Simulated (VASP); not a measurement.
Write the native input for VASP 6.6.1 that does the following.

```yaml
Task: single point
Functional: PBE
Potentials_or_basis: VASP PAW PBE potentials, release 64 (Bi_d, Te)
Cutoff: 520 eV
k_mesh: 12 × 12 × 12
Occupations: gaussian, width 0.15 eV
Spin: no spin polarisation
Dipole_correction: no
Further_INCAR_settings: ALGO = Normal; EDIFF = 1e-06; NBANDS = 18
```

The structure of BiTe lies in POSCAR:

```
BiTe
1.0
    0.0000000000      3.2511939987      3.4787775786
    3.2511939987      0.0000000000      3.4787775786
    3.2511939987      3.2511939987      0.0000000000
Bi Te
1 1
Direct
    0.0203484414      0.0203484414     -0.0203484414
    0.4666737820      0.4666737820      0.5333262180
```

This cell differs from its parent crystal: mode 6 frozen in at -0.217 Å, normal strain along z +0.0700.

One way to write it, as run:

INCAR

```
PREC = Accurate ; ENCUT = 520
EDIFF = 1E-6 ; ISMEAR = 0
SIGMA = 0.15 ; LREAL = F
LASPH = T ; NELM = 80
ALGO = Normal ; ISIF = 2
LWAVE = F ; LCHARG = F
GGA = PE ; NBANDS = 18
```

KPOINTS

```
regular mesh
0
Gamma
  12 12 12
```

Potentials or basis: VASP PAW PBE potentials, release 64 (Bi_d, Te).

The run is started by

```bash
$ cat potpaw_PBE.64/Bi_d/POTCAR potpaw_PBE.64/Te/POTCAR > POTCAR
$ mpirun -np 1 vasp_std > vasp.out
```

It gave:

```yaml
Pressure: -1.1 GPa
Largest_force: 0.368 eV/Å
```

Caveat: the cell differs from its parent crystal (mode 6 frozen in at -0.217 Å, normal strain along z +0.0700).

It took 110 s on 1 thread of AMD EPYC 9R45 96-Core Processor (Zen 5) (shared host), peak memory 0.33 GiB.
